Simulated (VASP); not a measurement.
# Re (Fm-3m) in VASP: notebook

The runs below take Re through single point, relaxation of cell and atoms, with LDA.

All numbers are computed with VASP 6.6.1; they aren't measurements. Logs are shortened: lines on timing, memory, paths and dates and some standing lists are left out, and cuts for length are marked.

### 1 The cell of the first run

The structure is cubic, space group Fm-3m (No. 225). Conventional cell: a = 3.858 Å, b = 3.858 Å, c = 3.858 Å, α = 90.00°, β = 90.00°, γ = 90.00°. Within 3.6 Å of Re (site symmetry m-3m) lie 12 Re at 2.73 Å.

This isn't the form of Re at room conditions, which is hcp.

### 2 Single point, LDA

Input file INCAR:

```
PREC = Accurate ; ENCUT = 600
EDIFF = 1E-6 ; ISMEAR = 0
SIGMA = 0.1 ; LREAL = False
LASPH = True ; NELM = 120
ALGO = Normal ; ISIF = 2
LWAVE = False ; LCHARG = False
GGA = CA ; NBANDS = 10
GGA_COMPAT = False
```

Input file KPOINTS:

```
regular mesh
0
Gamma
  8 8 8
```

Input file POSCAR:

```
Re
1.0
    0.0000000000      1.9291537643      1.9291537643
    1.9291537643      0.0000000000      1.9291537643
    1.9291537643      1.9291537643      0.0000000000
Re
1
Direct
    0.0000000000      0.0000000000      0.0000000000
```

Potentials or basis: VASP PAW LDA potentials, release 64 (Re).

Launch:

```bash
cat potpaw_LDA.64/Re/POTCAR > POTCAR
mpirun -np 1 vasp_std > vasp.out
```

OUTCAR:

```text
PREC = Accurate
   ENCUT = 600
   EDIFF = 1E-6
   ISMEAR = 0
   LREAL = False
   LASPH = True
   NELM = 120
   ISIF = 2
   GGA = CA

 ion  position               nearest neighbor table
   1  0.000  0.000  0.000-

  LATTYP: Found a face centered cubic cell.
 ALAT       =     3.8583075286

  Lattice vectors:

 A1 = (   0.0000000000,   1.9291537643,   1.9291537643)
 A2 = (   1.9291537643,   0.0000000000,   1.9291537643)
 A3 = (   1.9291537643,   1.9291537643,   0.0000000000)

Analysis of symmetry for initial positions (statically):
=====================================================================
 Subroutine PRICEL returns:
 Original cell was already a primitive cell.

 Routine SETGRP: Setting up the symmetry group for a
 face centered cubic supercell.

 Subroutine GETGRP returns: Found 48 space group operations
 (whereof 48 operations were pure point group operations)
 out of a pool of 48 trial point group operations.

The static configuration has the point symmetry O_h .

Analysis of symmetry for dynamics (positions and initial velocities):
=====================================================================
 Subroutine PRICEL returns:
 Original cell was already a primitive cell.

 Routine SETGRP: Setting up the symmetry group for a
 face centered cubic supercell.

 Subroutine GETGRP returns: Found 48 space group operations
 (whereof 48 operations were pure point group operations)
 out of a pool of 48 trial point group operations.

The dynamic configuration has the point symmetry O_h .

 Subroutine INISYM returns: Found 48 space group operations
 (whereof 48 operations are pure point group operations),
 and found     1 'primitive' translations

----------------------------------------------------------------------------------------

                                     Primitive cell

  volume of cell :      14.3592

  direct lattice vectors                    reciprocal lattice vectors
     0.000000000  1.929153764  1.929153764    -0.259180999  0.259180999  0.259180999
     1.929153764  0.000000000  1.929153764     0.259180999 -0.259180999  0.259180999
     1.929153764  1.929153764  0.000000000     0.259180999  0.259180999 -0.259180999

  length of vectors
     2.728235417  2.728235417  2.728235417     0.448914659  0.448914659  0.448914659

  position of ions in fractional coordinates (direct lattice)
     0.000000000  0.000000000  0.000000000

  ion indices of the primitive-cell ions
   primitive index   ion index
                 1           1

----------------------------------------------------------------------------------------

 KPOINTS: regular mesh

Automatic generation of k-mesh.
 Grid dimensions read from file:
 generate k-points for:    8    8    8

 Generating k-lattice:

  Cartesian coordinates                     Fractional coordinates (reciprocal lattice)
    -0.032397625  0.032397625  0.032397625     0.125000000  0.000000000  0.000000000
     0.032397625 -0.032397625  0.032397625     0.000000000  0.125000000  0.000000000
     0.032397625  0.032397625 -0.032397625     0.000000000  0.000000000  0.125000000

  Length of vectors
     0.056114332  0.056114332  0.056114332

  Shift w.r.t. Gamma in fractional coordinates (k-lattice)
     0.000000000  0.000000000  0.000000000

 Subroutine IBZKPT returns following result:
 ===========================================

 Found     29 irreducible k-points:

 Following reciprocal coordinates:
            Coordinates               Weight
  0.000000  0.000000  0.000000      1.000000
  0.125000  0.000000  0.000000      8.000000
  0.250000  0.000000  0.000000      8.000000
  0.375000  0.000000  0.000000      8.000000
  0.500000  0.000000  0.000000      4.000000
  0.125000  0.125000  0.000000      6.000000
[... 16 lines left out ...]
  0.500000  0.250000  0.125000     48.000000
 -0.375000  0.250000  0.125000     24.000000
 [... further k-points ...]
   k-points           NKPTS =     29   k-points in BZ     NKDIM =     29   number of bands    NBANDS=     10
   number of dos      NEDOS =    301   number of ions     NIONS =      1
   total plane-waves  NPLWV =  13824
   dimension x,y,z NGX =    24 NGY =   24 NGZ =   24
   dimension x,y,z NGXF=    48 NGYF=   48 NGZF=   48
   ions per type =               1
   NGX,Y,Z   is equivalent  to a cutoff of  14.62, 14.62, 14.62 a.u.
   NGXF,Y,Z  is equivalent  to a cutoff of  29.25, 29.25, 29.25 a.u.
 SYSTEM =  unknown system
   PREC   = accura    normal or accurate (medium, high low for compatibility)
   ISTART =      0    job   : 0-new  1-cont  2-samecut
   ICHARG =      2    charge: 1-file 2-atom 10-const
   ISPIN  =      1    spin polarized calculation?
   LNONCOLLINEAR =      F non collinear calculations
   LSORBIT =      F    spin-orbit coupling
   LASPH  =      T    aspherical Exc in radial PAW
   ENCUT  =  600.0 eV  44.10 Ry    6.64 a.u.   5.45  5.45  5.45*2*pi/ulx,y,z
   NELM   =    120;   NELMIN=  2; NELMDL= -5     # of ELM steps
   EDIFF  = 0.1E-05   stopping-criterion for ELM
   LREAL  =      F    real-space projection
   EDIFFG = 0.1E-04   stopping-criterion for IOM
   NSW    =      0    number of steps for IOM
   IBRION =     -1    ionic relax: 0-MD 1-quasi-New 2-CG
   NFREE  =      0    steps in history (QN), initial steepest desc. (CG)
   ISIF   =      2    stress and relaxation
   ISYM   =      2    0-nonsym 1-usesym 2-fastsym
   POTIM  = 0.5000    time-step for ionic-motion
   TEBEG  =    0.0;   TEEND  =   0.0 temperature during run
   PSTRESS=    0.0 pullay stress
   NELECT =       7.0000    total number of electrons
   NUPDOWN=      -1.0000    fix difference up-down
   EMIN   =  10.00;   EMAX   =-10.00  energy-range for DOS
   EFERMI =   0.00;   METHOD = LEGACY
   ISMEAR =     0;   SIGMA  =   0.10  broadening in eV -4-tet -1-fermi 0-gaus
   EFERMI_NEDOS =   21; number of points for ismear=-14 and -15
   IALGO  =     38    algorithm
   IMIX   =      4    mixing-type and parameters
     AMIX     =   0.40;   BMIX     =  1.00
     AMIX_MAG =   1.60;   BMIX_MAG =  1.00
  volume/ion in A,a.u.               =      14.36        96.90
  Fermi-wavevector in a.u.,A,eV,Ry     =   1.288439  2.434797 22.586707  1.660076
  Thomas-Fermi vector in A             =   2.420393
   LORBIT       =      0    0 simple, 1 ext, 2 COOP (PROOUT), +10 PAW based schemes
   GGA     = CA    functional components
   LHFCALC =     F    Hartree Fock is set to
   AEXX    =    0.0000 exact exchange contribution
   IVDW    =     0    specifies the selected vdW correction
   LEPSILON=     F    determine dielectric tensor
   LRPA    =     F    only Hartree local field effects (RPA)
 non-spin polarized calculation
 Gauss-broadening in eV      SIGMA  =   0.10
  energy-cutoff  :      600.00
  volume of cell :       14.36
 maximum number of plane-waves:       531
 NGX is ok and might be reduce to    24
   NGX = 11   NGY = 11   NGZ = 11

 number of electron       7.0000000 magnetization

 Free energy of the ion-electron system (eV)
  ---------------------------------------------------
  ext. energy  EPLUGINS =         0.00000000
  ---------------------------------------------------
  free energy    TOTEN  =       -13.67710360 eV

  energy without entropy =      -13.67199653  energy(sigma->0) =      -13.67455006

 E-fermi :   8.6110     XC(G=0): -13.9719

 val. band max:        8.3254991898   @ k =  -0.3750   0.5000   0.1250
 cond. band min:       8.6231721914   @ k =  -0.1250   0.1250   0.0000
 fundamental gap:      0.2976730016
 Fermi energy:         8.6109634378

 k-point     1 :       0.0000    0.0000    0.0000
  band No.  band energies     occupation
      1      -1.8039      2.00000
      2       6.4284      2.00000
      3       6.4284      2.00000
      4       6.4284      2.00000
      5       9.7399      0.00000
      6       9.7399      0.00000
      7      22.3978      0.00000
      8      28.1756      0.00000
      9      28.1756      0.00000
     10      28.1756      0.00000

 k-point     2 :       0.1250    0.0000    0.0000
  band No.  band energies     occupation
      1      -1.0807      2.00000
      2       5.9873      2.00000
      3       6.7379      2.00000
      4       6.7379      2.00000
      5       9.5195      0.00000
      6       9.5195      0.00000
      7      23.7168      0.00000
      8      25.7442      0.00000
      9      29.5196      0.00000
     10      29.5196      0.00000

 k-point     3 :       0.2500    0.0000    0.0000
  band No.  band energies     occupation
      1       0.5390      2.00000
      2       5.6235      2.00000
      3       6.9149      2.00000
      4       6.9149      2.00000
      5       9.8880      0.00000
      6       9.8880      0.00000
      7      22.5024      0.00000
      8      26.4684      0.00000
      9      32.9886      0.00000
     10      33.0077      0.00000

 k-point     4 :       0.3750    0.0000    0.0000
  band No.  band energies     occupation
      1       1.3566      2.00000
      2       6.4535      2.00000
      3       6.4535      2.00000
      4       7.1656      2.00000
      5      11.4559      0.00000
      6      11.4559      0.00000
      7      20.2873      0.00000
      8      23.7387      0.00000
      9      30.8904      0.00000
     10      30.8904      0.00000
[... 222 lines left out ...]
 k-point    22 :       0.3750    0.2500    0.1250
  band No.  band energies     occupation
      1       2.0167      2.00000
      2       4.3594      2.00000
      3       6.1226      2.00000
      4       8.7706      0.02394
      5       8.8352      0.00152
      6      12.1071      0.00000
      7      24.0654      0.00000
      8      27.6735      0.00000
      9      27.9259      0.00000
     10      29.2324      0.00000

 k-point    23 :       0.5000    0.2500    0.1250
  band No.  band energies     occupation
      1       3.0005      2.00000
      2       4.8130      2.00000
      3       5.4164      2.00000
      4       8.2358      2.00000
      5      10.9101      0.00000
      6      14.2675      0.00000
      7      20.7215      0.00000
      8      25.7590      0.00000
      9      26.1733      0.00000
     10      31.2802      0.00000

 k-point    24 :      -0.3750    0.2500    0.1250
  band No.  band energies     occupation
      1       3.0715      2.00000
      2       4.5173      2.00000
      3       6.4973      2.00000
      4       7.8610      2.00000
      5      11.9212      0.00000
      6      16.0431      0.00000
      7      17.7178      0.00000
      8      25.2192      0.00000
      9      26.4186      0.00000
     10      29.0461      0.00000

 [... further k-points ...]
[... 5 lines left out ...]
  --------------------------------------------------------------------------------------
  -------------------------------------------------------------------------------------
  Total        0.1536721      0.1536721      0.1536721      0.0000000     -0.0000000      0.0000000
  in kB       17.1464844     17.1464844     17.1464844      0.0000000     -0.0000000      0.0000000
  external PRESSURE =      17.1464844 kB  Pullay stress =       0.0000000 kB

 VOLUME and BASIS-vectors are now :
 -----------------------------------------------------------------------------
  energy-cutoff  :      600.00
  volume of cell :       14.36
      direct lattice vectors                 reciprocal lattice vectors
     0.000000000  1.929153764  1.929153764    -0.259180999  0.259180999  0.259180999
     1.929153764  0.000000000  1.929153764     0.259180999 -0.259180999  0.259180999
     1.929153764  1.929153764  0.000000000     0.259180999  0.259180999 -0.259180999

 POSITION                                       TOTAL-FORCE (eV/Angst)
 -----------------------------------------------------------------------------------
      0.00000      0.00000      0.00000         0.000000      0.000000      0.000000
 -----------------------------------------------------------------------------------
    total drift:                               -0.000000      0.000000     -0.000000

  FREE ENERGIE OF THE ION-ELECTRON SYSTEM (eV)
  ---------------------------------------------------
  free  energy   TOTEN  =       -13.6771035954 eV

  energy  without entropy=      -13.6719965300  energy(sigma->0) =      -13.67455006
```

It took 11 s on 1 thread of Intel Xeon 8259CL, shared host; peak memory 0.13 GiB.

What came out:

* Free energy: -13.6771 eV
* Pressure: 1.7 GPa
* Band gap on the k mesh: zero (an odd number of electrons rules out a gap without spin polarisation)

Caveat: spin-orbit coupling is left out, which moves the levels of the heavy elements.

### 3 Relaxation of cell and atoms, LDA

This run uses another cell than the first one, of 14.70 Å³/atom.

Input file INCAR:

```
PREC = Accurate
ENCUT = 600
EDIFF = 1E-7
ISMEAR = 0
SIGMA = 0.1
LREAL = F
LASPH = T
NELM = 120
ALGO = Normal
ISIF = 3
LWAVE = F
LCHARG = F
IBRION = 2
NSW = 100
EDIFFG = -0.05
GGA_COMPAT = F
NELMIN = 4
```

KPOINTS is that of step 2.

Input file POSCAR:

```
Re
1.0
    0.0000000000      1.9442962850      1.9442962850
    1.9442962850      0.0000000000      1.9442962850
    1.9442962850      1.9442962850      0.0000000000
Re
1
Direct
    0.0000000000      0.0000000000      0.0000000000
```

Potentials or basis: VASP PAW LDA potentials, release 64 (Re).

Launch:

```bash
cat potpaw_LDA.64/Re/POTCAR > POTCAR
mpirun -np 1 vasp_std > vasp.out
```

OUTCAR:

```text
PREC = Accurate
   ENCUT = 600
   EDIFF = 1E-7
   ISMEAR = 0
   LREAL = F
   LASPH = T
   NELM = 120
   ISIF = 3
   IBRION = 2
   NSW = 100
   EDIFFG = -0.05
   NELMIN = 4

 ion  position               nearest neighbor table
   1  0.000  0.000  0.000-

  LATTYP: Found a face centered cubic cell.
 ALAT       =     3.8885925700

  Lattice vectors:

 A1 = (   0.0000000000,   1.9442962850,   1.9442962850)
 A2 = (   1.9442962850,   0.0000000000,   1.9442962850)
 A3 = (   1.9442962850,   1.9442962850,   0.0000000000)

Analysis of symmetry for initial positions (statically):
=====================================================================
 Subroutine PRICEL returns:
 Original cell was already a primitive cell.

 Routine SETGRP: Setting up the symmetry group for a
 face centered cubic supercell.

 Subroutine GETGRP returns: Found 48 space group operations
 (whereof 48 operations were pure point group operations)
 out of a pool of 48 trial point group operations.

[... 165 lines left out ...]

  FORCE on cell =-STRESS in cart. coord.  units (eV):
  Direction    XX          YY          ZZ          XY          YZ          ZX
  --------------------------------------------------------------------------------------
  -------------------------------------------------------------------------------------
  Total       -0.6973821     -0.6973821     -0.6973821      0.0000000     -0.0000000      0.0000000
  in kB      -76.0088321    -76.0088321    -76.0088321      0.0000000     -0.0000000      0.0000000
  external PRESSURE =     -76.0088321 kB  Pullay stress =       0.0000000 kB
[... 57 lines left out ...]
--------------------------------------- Ionic step        3  -------------------------------------------

 number of electron       7.0000000 magnetization

 Free energy of the ion-electron system (eV)
  ---------------------------------------------------
  ext. energy  EPLUGINS =         0.00000000
  ---------------------------------------------------
  free energy    TOTEN  =       -13.67748475 eV

  energy without entropy =      -13.67235477  energy(sigma->0) =      -13.67491976

 E-fermi :   8.5461     XC(G=0): -13.9451

 val. band max:        8.2558365638   @ k =  -0.3750   0.5000   0.1250
 cond. band min:       8.5586826106   @ k =  -0.1250   0.1250   0.0000
 fundamental gap:      0.3028460468
 Fermi energy:         8.5461389602

 k-point     1 :       0.0000    0.0000    0.0000
  band No.  band energies     occupation
      1      -1.8338      2.00000
      2       6.3784      2.00000
      3       6.3784      2.00000
      4       6.3784      2.00000
      5       9.6653      0.00000
      6       9.6653      0.00000
      7      22.3301      0.00000
[... 221 lines left out ...]
 k-point    24 :      -0.3750    0.2500    0.1250
  band No.  band energies     occupation
      1       3.0351      2.00000
      2       4.4806      2.00000
      3       6.4395      2.00000
      4       7.8016      2.00000
      5      11.8312      0.00000
      6      15.9318      0.00000
      7      17.5909      0.00000

 [... further k-points ...]
[... 5 lines left out ...]
  --------------------------------------------------------------------------------------
  -------------------------------------------------------------------------------------
  Total       -0.0273614     -0.0273614     -0.0273614     -0.0000000     -0.0000000      0.0000000
  in kB       -3.0378930     -3.0378930     -3.0378930     -0.0000000     -0.0000000      0.0000000
  external PRESSURE =      -3.0378930 kB  Pullay stress =       0.0000000 kB
[... 16 lines left out ...]
  FREE ENERGIE OF THE ION-ELECTRON SYSTEM (eV)
  ---------------------------------------------------
  free  energy   TOTEN  =       -13.6774847470 eV

  energy  without entropy=      -13.6723547707  energy(sigma->0) =      -13.67491976

 reached required accuracy - stopping structural energy minimisation
```

OSZICAR:

```text
N       E                     dE             d eps       ncg     rms          rms(c)
DAV:   1     0.257391638640E+02    0.25739E+02   -0.35450E+03   483   0.103E+03
DAV:   2    -0.137414301510E+02   -0.39481E+02   -0.34404E+02   630   0.166E+02
DAV:   3    -0.143861456933E+02   -0.64472E+00   -0.60861E+00   469   0.226E+01
[... 22 lines left out ...]
DAV:   3    -0.136773183098E+02    0.19063E-01   -0.54944E-02   630   0.510E+00    0.342E-01
DAV:   4    -0.136774639277E+02   -0.14562E-03   -0.89899E-04   490   0.429E-01    0.276E-02
DAV:   5    -0.136774850260E+02   -0.21098E-04   -0.10740E-04   581   0.195E-01    0.232E-02
DAV:   6    -0.136774848093E+02    0.21670E-06   -0.15807E-06   441   0.113E-02    0.409E-03
DAV:   7    -0.136774847470E+02    0.62276E-07   -0.87224E-07   511   0.193E-02
   3 F= -.13677485E+02 E0= -.13674920E+02  d E =-.677131E-02
```

Run time: 19 s. Hardware: 1 thread of Intel Xeon 8259CL, shared host; peak memory 0.15 GiB.

What came out:

| Quantity | Value |
| --- | --- |
| Free energy | -13.6775 eV |
| Relaxed volume | 14.43 Å³/atom |
| Relaxed cell | a = 2.733 Å, b = 2.733 Å, c = 2.733 Å, α = 60.00°, β = 60.00°, γ = 60.00° |
| Space group after relaxing (to 0.1 Å) | Fm-3m (No. 225) |
| Energy gained by relaxing | 6.8 meV/atom |
| Ionic steps | 3 |
| Pressure after relaxing | -0.3 GPa |
| Band gap on the k mesh | zero (an odd number of electrons rules out a gap without spin polarisation) |

Step by step:
| step | energy change (eV) | largest force (eV/Å) | pressure (GPa) | volume (Å³) |
| --- | --- | --- | --- | --- |
| 1 | 0.0000 | 0.0000 | -7.60 | 14.70 |
| 2 | 0.1315 | 0.0000 | 41.46 | 13.27 |
| 3 | -0.0068 | 0.0000 | -0.30 | 14.43 |

Final structure:
```yaml
crystal:
  lattice:
    - [0.00000, 1.93233, 1.93233]
    - [1.93233, 0.00000, 1.93233]
    - [1.93233, 1.93233, 0.00000]
  atoms:
    - { symbol: Re, position: [0.00000, 0.00000, 0.00000] }
```

Caveat: spin-orbit coupling is left out, which moves the levels of the heavy elements.
